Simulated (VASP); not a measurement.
# Mn (P6_3/mmc) in VASP: a series of runs

The runs below take Mn through single point, with PBEsol.

Program: VASP 6.6.1. These are calculated values, not measurements. Logs are shortened: lines on timing, memory, paths and dates and some standing lists are left out, and cuts for length are marked.

**1. The cell of the first run**

The structure is hexagonal, space group P6_3/mmc (No. 194). The conventional cell has a = 2.484 Å, b = 2.484 Å, c = 4.026 Å, α = 90.00°, β = 90.00°, γ = 120.00°. Within 3.3 Å of Mn (site symmetry -6m2) lie 12 Mn at 2.47 to 2.48 Å.

This isn't the form of Mn at room conditions, which is a 58-atom cubic cell.

**2. Single point, PBEsol, collinear spin, ferromagnetic start**

File INCAR:

```
SYSTEM = Mn
PREC = Accurate
ENCUT = 520
EDIFF = 1E-7
ISMEAR = -1
SIGMA = 0.05
LREAL = .FALSE.
LASPH = .TRUE.
NELM = 150
ALGO = Normal
ISIF = 2
LWAVE = .FALSE.
LCHARG = .TRUE.
ISPIN = 2
MAGMOM = 5.5 5.5
LORBIT = 11
LMAXMIX = 4
GGA = PS
LELF = .TRUE.
LVHAR = .TRUE.
NBANDS = 24
```

File KPOINTS:

```
regular mesh
0
G
  12 12 7
  0 0 0
```

File POSCAR:

```
Mn
1.0
    2.4836457705      0.0000000000      0.0000000000
   -1.2418228853      2.1509003313      0.0000000000
    0.0000000000      0.0000000000      4.0261950000
Mn
2
Direct
    0.3333333333      0.6666666667      0.2500000000
    0.6666666667      0.3333333333      0.7500000000
```

Potentials or basis: VASP PAW PBE potentials, release 64 (Mn_pv).

Started as:

```bash
cat potpaw_PBE.64/Mn_pv/POTCAR > POTCAR
mpirun -np 1 vasp_std > vasp.out
```

OUTCAR:

```text
SYSTEM = Mn
   PREC = Accurate
   ENCUT = 520
   EDIFF = 1E-7
   ISMEAR = -1
   LREAL = .FALSE.
   LASPH = .TRUE.
   NELM = 150
   ISIF = 2
   ISPIN = 2
   LORBIT = 11
   GGA = PS

 ion  position               nearest neighbor table
   1  0.333  0.667  0.250-   2 2.47   2 2.47   2 2.47   2 2.47   2 2.47   2 2.47
   2  0.667  0.333  0.750-   1 2.47   1 2.47   1 2.47   1 2.47   1 2.47   1 2.47

  LATTYP: Found a hexagonal cell.
 ALAT       =     2.4836457705
 C/A-ratio  =     1.6210826229

  Lattice vectors:

 A1 = (   2.4836457705,   0.0000000000,   0.0000000000)
 A2 = (  -1.2418228853,   2.1509003313,   0.0000000000)
 A3 = (   0.0000000000,   0.0000000000,   4.0261950000)

Analysis of symmetry for initial positions (statically):
=====================================================================
 Subroutine PRICEL returns:
 Original cell was already a primitive cell.

 Routine SETGRP: Setting up the symmetry group for a
 hexagonal supercell.

 Subroutine GETGRP returns: Found 24 space group operations
 (whereof 12 operations were pure point group operations)
 out of a pool of 24 trial point group operations.

The static configuration has the point symmetry D_3d.
 The point group associated with its full space group is D_6h.

Analysis of symmetry for dynamics (positions and initial velocities):
=====================================================================
 Subroutine PRICEL returns:
 Original cell was already a primitive cell.

 Routine SETGRP: Setting up the symmetry group for a
 hexagonal supercell.

 Subroutine GETGRP returns: Found 24 space group operations
 (whereof 12 operations were pure point group operations)
 out of a pool of 24 trial point group operations.

The dynamic configuration has the point symmetry D_3d.
 The point group associated with its full space group is D_6h.

Analysis of structural, dynamic, and magnetic symmetry:
=====================================================================
 Subroutine PRICEL returns:
 Original cell was already a primitive cell.

 Routine SETGRP: Setting up the symmetry group for a
 hexagonal supercell.

 Subroutine GETGRP returns: Found 24 space group operations
 (whereof 12 operations were pure point group operations)
 out of a pool of 24 trial point group operations.

The overall configuration has the point symmetry D_3d.
 The point group associated with its full space group is D_6h.

 Subroutine INISYM returns: Found 24 space group operations
[... 118 lines left out ...]
  volume/ion in A,a.u.               =      10.75        72.57
  Fermi-wavevector in a.u.,A,eV,Ry     =   1.743938  3.295565 41.379665  3.041320
  Thomas-Fermi vector in A             =   2.815914
   LORBIT       =     11    0 simple, 1 ext, 2 COOP (PROOUT), +10 PAW based schemes
   GGA     = PS    functional components
   LHFCALC =     F    Hartree Fock is set to
   AEXX    =    0.0000 exact exchange contribution
   IVDW    =     0    specifies the selected vdW correction
   LEPSILON=     F    determine dielectric tensor
   LRPA    =     F    only Hartree local field effects (RPA)
 spin polarized calculation
  energy-cutoff  :      520.00
  volume of cell :       21.51
 maximum number of plane-waves:       590
   NGX =  9   NGY =  9   NGZ = 15

 number of electron      26.0000029 magnetization      -0.0002820

 number of electron      26.0000029 magnetization       0.0001490

 Free energy of the ion-electron system (eV)
  ---------------------------------------------------
  ext. energy  EPLUGINS =         0.00000000
  ---------------------------------------------------
  free energy    TOTEN  =       -19.39281188 eV

  energy without entropy =      -19.37072205  energy(sigma->0) =      -19.38176697

 E-fermi :  10.1780     XC(G=0): -14.1839

 val. band max:       10.1754564655   @ k =   0.4167   0.1667   0.2857
 cond. band min:      10.1837685367   @ k =   0.2500   0.0000   0.4286
 fundamental gap:      0.0083120713
 Fermi energy:        10.1780174103

 spin component 1

 k-point     1 :       0.0000    0.0000    0.0000
  band No.  band energies     occupation
      1     -37.9384      1.00000
      2     -37.2718      1.00000
      3     -37.2718      1.00000
      4     -37.1674      1.00000
      5     -37.1674      1.00000
      6     -37.1597      1.00000
[... 637 lines left out ...]
     23      30.7035      0.00000
     24      33.0067      0.00000

 [... further k-points ...]

 spin component 2

 k-point     1 :       0.0000    0.0000    0.0000
  band No.  band energies     occupation
      1     -37.9383      1.00000
      2     -37.2717      1.00000
      3     -37.2717      1.00000
      4     -37.1673      1.00000
      5     -37.1673      1.00000
      6     -37.1596      1.00000
[... 637 lines left out ...]
     23      30.7036      0.00000
     24      33.0067      0.00000

 [... further k-points ...]

------------------------ aborting loop because EDIFF is reached ----------------------------------------

  FORCE on cell =-STRESS in cart. coord.  units (eV):
  Direction    XX          YY          ZZ          XY          YZ          ZX
  --------------------------------------------------------------------------------------
  -------------------------------------------------------------------------------------
  Total       -1.5326311     -1.5326311     -1.6101921      0.0000000      0.0000000      0.0000000
  in kB     -114.1677582   -114.1677582   -119.9453827      0.0000000      0.0000000      0.0000000
  external PRESSURE =    -116.0936330 kB  Pullay stress =       0.0000000 kB

 VOLUME and BASIS-vectors are now :
 -----------------------------------------------------------------------------
  energy-cutoff  :      520.00
  volume of cell :       21.51
      direct lattice vectors                 reciprocal lattice vectors
     2.483645770  0.000000000  0.000000000     0.402633907  0.232460795  0.000000000
    -1.241822885  2.150900331  0.000000000     0.000000000  0.464921589  0.000000000
     0.000000000  0.000000000  4.026195000     0.000000000  0.000000000  0.248373464

 POSITION                                       TOTAL-FORCE (eV/Angst)
 -----------------------------------------------------------------------------------
     -0.00000      1.43393      1.00655         0.000000     -0.000000      0.000000
      1.24182      0.71697      3.01965        -0.000000      0.000000      0.000000
 -----------------------------------------------------------------------------------
    total drift:                               -0.000000      0.000000     -0.000000

  FREE ENERGIE OF THE ION-ELECTRON SYSTEM (eV)
  ---------------------------------------------------
  free  energy   TOTEN  =       -19.3928118849 eV

  energy  without entropy=      -19.3707220451  energy(sigma->0) =      -19.38176697

 total charge

# of ion       s       p       d       tot
------------------------------------------
    1        0.429   6.405   5.155  11.989
    2        0.429   6.405   5.155  11.989
--------------------------------------------------
tot          0.858  12.810  10.310  23.978

 magnetization (x)

# of ion       s       p       d       tot
------------------------------------------
    1       -0.000  -0.000   0.000   0.000
    2       -0.000  -0.000   0.000   0.000
--------------------------------------------------
tot         -0.000  -0.000   0.000   0.000
```

OSZICAR:

```text
N       E                     dE             d eps       ncg     rms          rms(c)
DAV:   1     0.250805712154E+03    0.25081E+03   -0.14844E+04  7448   0.154E+03
DAV:   2    -0.661299807440E+01   -0.25742E+03   -0.24497E+03  7416   0.402E+02
DAV:   3    -0.164141898759E+02   -0.98012E+01   -0.97515E+01  8152   0.884E+01
DAV:   4    -0.164923292433E+02   -0.78139E-01   -0.78135E-01  8104   0.779E+00
DAV:   5    -0.164934671658E+02   -0.11379E-02   -0.11379E-02  8296   0.956E-01    0.305E+01
DAV:   6    -0.181607092578E+02   -0.16672E+01   -0.44205E+00  7728   0.279E+01    0.763E+00
DAV:   7    -0.190785316331E+02   -0.91782E+00   -0.69250E-01  8200   0.889E+00    0.587E+00
DAV:   8    -0.193062071437E+02   -0.22768E+00   -0.54038E-02  8008   0.301E+00    0.324E+00
DAV:   9    -0.193887811378E+02   -0.82574E-01   -0.47878E-02  8080   0.263E+00    0.803E-01
DAV:  10    -0.193922580907E+02   -0.34770E-02   -0.86350E-03  7792   0.793E-01    0.310E-01
DAV:  11    -0.193925489010E+02   -0.29081E-03   -0.26379E-04  8264   0.178E-01    0.221E-01
DAV:  12    -0.193928040592E+02   -0.25516E-03   -0.14601E-04  8152   0.145E-01    0.355E-02
DAV:  13    -0.193928120069E+02   -0.79477E-05   -0.86871E-06  7664   0.263E-02    0.907E-03
DAV:  14    -0.193928122766E+02   -0.26972E-06   -0.12267E-06  8016   0.123E-02    0.345E-03
DAV:  15    -0.193928119208E+02    0.35582E-06   -0.18434E-07  5824   0.467E-03    0.143E-03
DAV:  16    -0.193928118849E+02    0.35880E-07   -0.34958E-08  3808   0.190E-03
   1 F= -.19392812E+02 E0= -.19381767E+02  d E =-.220898E-01  mag=     0.0001
```

It took 40 s on 1 thread of AMD EPYC 9R45 (Zen 5), shared host; peak memory 0.14 GiB.

What came out:

```
Free energy                                           : -19.3928 eV
Pressure                                              : -11.6 GPa
Band gap on the k mesh                                : zero (filled and empty bands overlap)
Net moment                                            : 0.00 μB per cell
Valence electrons inside the program's atomic spheres : Mn 11.99
```

Levels at points of the mesh, in eV from the Fermi level:
Spin up:
```
           k point  band 10  band 11  band 12  band 13  band 14  band 15  band 16  band 17
(0.00, 0.00, 0.00)    -0.94    -0.94    -0.47    -0.47     0.06     0.06     0.72     1.62
(0.50, 0.00, 0.00)    -1.33    -1.14    -0.93    -0.42     1.83     1.97     2.05     3.59
```
Spin down:
| k point | band 10 | band 11 | band 12 | band 13 | band 14 | band 15 | band 16 | band 17 |
| --- | --- | --- | --- | --- | --- | --- | --- | --- |
| (0.00, 0.00, 0.00) | -0.94 | -0.94 | -0.47 | -0.47 | 0.06 | 0.06 | 0.72 | 1.62 |
| (0.50, 0.00, 0.00) | -1.33 | -1.14 | -0.93 | -0.42 | 1.83 | 1.97 | 2.05 | 3.59 |

Caveat: the cell stands under tension; the moments typed at the start vanished in this run; the PAW data sets were made with another functional, which shifts forces and pressure a little.

**3. Single point, PBEsol, non-collinear spin, typed start**

File INCAR:

```
ALGO     = Normal         # electronic algorithm
EDIFF    = 1E-6           # SCF threshold, eV
ENCUT    = 520            # plane-wave cutoff, eV
GGA      = PS             # functional
ISIF     = 2              # what is computed and relaxed
ISMEAR   = -1             # smearing method
LASPH    = True           # aspherical terms in the spheres
LCHARG   = False          # write CHGCAR
LMAXMIX  = 4              # l up to which the mixer works
LNONCOLLINEAR= True           # non-collinear magnetism
LORBIT   = 11             # projections on sites
LREAL    = False          # projectors in reciprocal space
LWAVE    = False          # write WAVECAR
MAGMOM   = 0.92 -0.926 0.254 0.179 0.491 1.353 # initial moments
NBANDS   = 38             # bands
NELM     = 150            # most SCF steps
PREC     = Accurate       # precision mode
SIGMA    = 0.05           # smearing width, eV
```

File KPOINTS:

```
k-points
0
Gamma
  9 9 5
```

POSCAR is that of step 2.

Potentials or basis: VASP PAW PBE potentials, release 64 (Mn_pv).

Started as:

```bash
cat potpaw_PBE.64/Mn_pv/POTCAR > POTCAR
mpirun -np 1 vasp_ncl > vasp.out
```

Wall time 8.9 min (1 thread of AMD EPYC 9R45 (Zen 5), shared host); peak memory 0.47 GiB.

Results (log left out):

```yaml
Free_energy: -19.3884 eV
Pressure: -11.5 GPa
Band_gap_on_the_k_mesh: zero (bands 26 and 27 overlap by 1.56 eV)
Net_moment: 0.00 μB per cell
Valence_electrons_inside_the_program's_atomic_spheres: Mn 11.99
```

Stress tensor (GPa, compression positive):
```
-10.88   0.00   0.00
  0.00 -10.88   0.00
  0.00   0.00 -12.80
```

Levels at points of the mesh, in eV from the Fermi level:
| k point | band 24 | band 25 | band 26 | band 27 | band 28 | band 29 |
| --- | --- | --- | --- | --- | --- | --- |
| (0.00, 0.00, 0.00) | -0.45 | -0.45 | -0.45 | 0.07 | 0.07 | 0.07 |

Moments on the atoms (μB; x, y, z):
```
Mn   0.03 -0.05 -0.04
Mn  -0.03  0.05  0.04
```

Caveat: the cell stands under tension; the PAW data sets were made with another functional, which shifts forces and pressure a little.

The gap in the log of VASP goes by the Fermi energy; the results here count the filled bands.